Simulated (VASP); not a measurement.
**LiMg8: single point with LDA**

System: LiMg8, a slab with vacuum.

```
CELL_PARAMETERS angstrom
6.29323 0.00000 0.00000
0.00000 5.03889 0.00000
0.00000 0.00000 19.08461
ATOMIC_POSITIONS crystal
Mg 0.00000 0.75000 0.20959
Mg 0.50000 0.75000 0.20959
Mg 0.25000 0.25000 0.25719
Mg 0.75000 0.25000 0.25719
Mg 0.25000 0.75000 0.35659
Mg 0.75000 0.75000 0.35659
Mg 0.00000 0.25000 0.39742
Mg 0.50000 0.25000 0.39742
Li 0.12500 0.37500 0.52253
```

```
Program             : VASP 6.6.1
Task                : single point
Functional          : LDA
Potentials or basis : VASP PAW LDA potentials, release 64 (Mg, Li_sv)
Cutoff              : 520 eV
k mesh              : 4 × 5 × 1
Occupations         : gaussian, width 0.1 eV
Spin                : no spin polarisation
```

```json
{
  "Largest force": "0.626 eV/Å",
  "Band gap on the k mesh": "zero (an odd number of electrons rules out a gap without spin polarisation)"
}
```

Forces on the atoms (eV/Å):
```
Mg   0.010  0.000  0.267
Mg  -0.008  0.002  0.294
Mg  -0.004 -0.008 -0.166
Mg   0.003 -0.002 -0.133
Mg   0.003 -0.035  0.114
Mg  -0.001 -0.020  0.068
Mg  -0.201 -0.186 -0.563
Mg  -0.030  0.019  0.134
Li   0.229  0.230 -0.015
```

Levels at points of the mesh, in eV from the Fermi level:
| k point | band 8 | band 9 | band 10 | band 11 | band 12 | band 13 |
| --- | --- | --- | --- | --- | --- | --- |
| (0.00, 0.00, 0.00) | -0.64 | -0.32 | -0.10 | 0.10 | 1.12 | 1.35 |
| (0.50, 0.00, 0.00) | 0.03 | 0.06 | 0.67 | 0.75 | 0.78 | 1.30 |

Wall time 2.2 min on 1 thread of Intel(R) Xeon(R) Platinum 8488C (Sapphire Rapids) (shared host), peak memory 0.48 GiB.
